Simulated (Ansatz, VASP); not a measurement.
**One calculation of AlNi, two programs**

Contents of INCAR:

```
  PREC = Accurate
  ENCUT = 520
  EDIFF = 1E-6
  ISMEAR = 0
  SIGMA = 0.15
  LREAL = False
  LASPH = True
  NELM = 100
  ALGO = Fast
  ISIF = 2
  LWAVE = False
  LCHARG = True
  GGA = PS
  LELF = True
  LVHAR = True
  NBANDS = 14
```

Contents of KPOINTS:

```
Automatic mesh
0
Gamma
  16 16 16
```

The input POSCAR:

```
AlNi
1.0
    2.0953776693     -2.0953219876      0.0000000000
    2.0953776693      2.0953219876      0.0000000000
    0.0000000000      0.0000000000      2.8688666979
Al Ni
1 1
Direct
    0.0000000000      0.0000000000      0.0000000000
    0.5000000000      0.5000000000      0.5000000000
```

Input for Ansatz:

```yaml
crystal:
  lattice:
    - [2.0953776693, -2.0953219876, 0.0]
    - [2.0953776693, 2.0953219876, 0.0]
    - [0.0, 0.0, 2.8688666979]
  atoms:
    - { symbol: Al, position: [0.0, 0.0, 0.0] }
    - { symbol: Ni, position: [0.5, 0.5, 0.5] }
basis:
  ecutwfc: 520.0
kpoints:
  mp_grid: { grid: [16, 16, 16] }
hamiltonian:
  xc: pbesol
  pseudopotentials: { kind: paw, azcp: { folder: soft_1 } }
scf:
  occupations: { method: gaussian, width: 0.15 }
output:
  forces: true
  stress: true
  eigenvalues: true
```

Change from the starting cell: normal strain along x +0.0367, normal strain along y +0.0367.

Alike in both runs: task single point; functional PBEsol; k mesh 16 × 16 × 16; occupations gaussian, width 0.15 eV; no spin polarisation.

|  | VASP | Ansatz |
| --- | --- | --- |
| version | VASP 6.6.1 | Ansatz 0.2.0 |
| potentials or method | VASP PAW PBE potentials, release 64 (Al, Ni), cutoff 520 eV | scalar-relativistic, plane waves, PAW |
| valence electrons in the cell | 13 | 21 |

|  | VASP | Ansatz | Ansatz less VASP |
| --- | --- | --- | --- |
| gap on the k mesh at the Fermi level (eV) | none | none | - |
| pressure (GPa) | -10.6 | -10.6 | +0.04 |
| traceless stress, the component that is largest in VASP (GPa) | 1.66 | 1.62 | -0.047 |

VASP's potentials were made for PBE, not for PBEsol, and Ansatz warns of the same on its side. A gap of «none» marks a metal or a gap that the smearing closes. VASP's potentials hold 13 valence electrons a cell and Ansatz's 21, so a difference there can come from the potentials and not from the codes. Ansatz's warnings: near symmetry operations not taken.
